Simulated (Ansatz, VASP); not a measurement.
**SiC in VASP and in Ansatz**

The input POSCAR:

```
SiC
1.0
    2.9621832941      0.0000000000      0.0000000000
   -1.4810916471      2.6633367767      0.0000000000
    0.0000000000      0.0000000000      5.0481087359
Si C
2 2
Direct
    0.3338022646      0.6676045292      0.5006165085
    0.6661977354      0.3323954708      1.0006165085
    0.3364596896      0.6729193793      0.8743834915
    0.6635403104      0.3270806207      0.3743834915
```

Contents of INCAR.step1:

```
PREC     = Accurate       # precision mode
ENCUT    = 520            # plane-wave cutoff, eV
EDIFF    = 1E-5           # SCF threshold, eV
ISMEAR   = 0              # smearing method
SIGMA    = 0.01           # smearing width, eV
LREAL    = F              # projectors in reciprocal space
LASPH    = T              # aspherical terms in the spheres
NELM     = 100            # most SCF steps
ALGO     = Normal         # electronic algorithm
ISIF     = 2              # what is computed and relaxed
LWAVE    = T              # write WAVECAR
LCHARG   = F              # write CHGCAR
GGA      = PE             # functional
NBANDS   = 16             # bands
```

File INCAR.step2:

```
PREC     = Accurate       # precision mode
ENCUT    = 520            # plane-wave cutoff, eV
EDIFF    = 1E-6           # SCF threshold, eV
ISMEAR   = 0              # smearing method
SIGMA    = 0.01           # smearing width, eV
LREAL    = F              # projectors in reciprocal space
LASPH    = T              # aspherical terms in the spheres
NELM     = 100            # most SCF steps
ALGO     = Normal         # electronic algorithm
ISIF     = 2              # what is computed and relaxed
LWAVE    = F              # write WAVECAR
LCHARG   = F              # write CHGCAR
GGA      = PE             # functional
LHFCALC  = T              # exact exchange
HFSCREEN = 0.2079         # screening, 1/A
PRECFOCK = Normal       
ISTART   = 1            
NBANDS   = 16             # bands
```

Contents of KPOINTS:

```
Automatic mesh
0
Gamma
  6 6 4
```

Input for Ansatz:

```yaml
crystal:
  lattice:
    - [2.9621832941, 0.0, 0.0]
    - [-1.4810916471, 2.6633367767, 0.0]
    - [0.0, 0.0, 5.0481087359]
  atoms:
    - { symbol: Si, position: [0.3338022646, 0.6676045292, 0.5006165085] }
    - { symbol: Si, position: [0.6661977354, 0.3323954708, 1.0006165085] }
    - { symbol: C, position: [0.3364596896, 0.6729193793, 0.8743834915] }
    - { symbol: C, position: [0.6635403104, 0.3270806207, 0.3743834915] }
kpoints:
  mp_grid: { grid: [6, 6, 4] }
  band_path:
    path:
      - [0.0, 0.0, 0.0]
      - [0.5, 0.0, 0.0]
      - [0.3333333333, 0.3333333333, 0.0]
      - [0.0, 0.0, 0.5]
      - [0.5, 0.0, 0.5]
      - [0.3333333333, 0.3333333333, 0.5]
      - [0.0, -0.002604, 0.0]
      - [0.34375, 0.328125, 0.0]
    npoints: 1
hamiltonian:
  xc: hse06
scf:
  occupations: { method: fixed }
  n_extra_bands: 5
output:
  forces: true
  stress: true
  eigenvalues: true
  write_density: true
  write_potential: true
  elf: true
  volumetric_format: npy
```

Change from the starting cell: uniaxial_x strain -3.7%.

Alike in both runs: task single point; functional HSE06; k mesh 6 × 6 × 4; no spin polarisation.

|  | VASP | Ansatz |
| --- | --- | --- |
| version | VASP 6.6.1 | Ansatz 0.2.0 |
| potentials or method | VASP PAW PBE potentials, release 64 (Si, C) | plane waves, PAW |
| plane-wave cutoff (eV) | 520 | 420 |
| occupations | gaussian, width 0.01 eV | fixed |
| valence electrons in the cell | 16 | 16 |

|  | VASP | Ansatz | Ansatz less VASP |
| --- | --- | --- | --- |
| gap on the k mesh at the Fermi level (eV) | 2.76 | 2.76 | 0.000 |
| pressure (GPa) | 7.7 | 8.1 | +0.43 |
| traceless stress, the component that is largest in VASP (GPa) | 12.41 | 12.37 | -0.039 |
| rms of the force components (eV/Å) | 0.004 | 0.003 | -0.0007 |

Atom by atom the forces differ by 0.001 eV/Å (rms over components). Ansatz's warnings: stress exchange threshold loose, stress scf threshold loose.
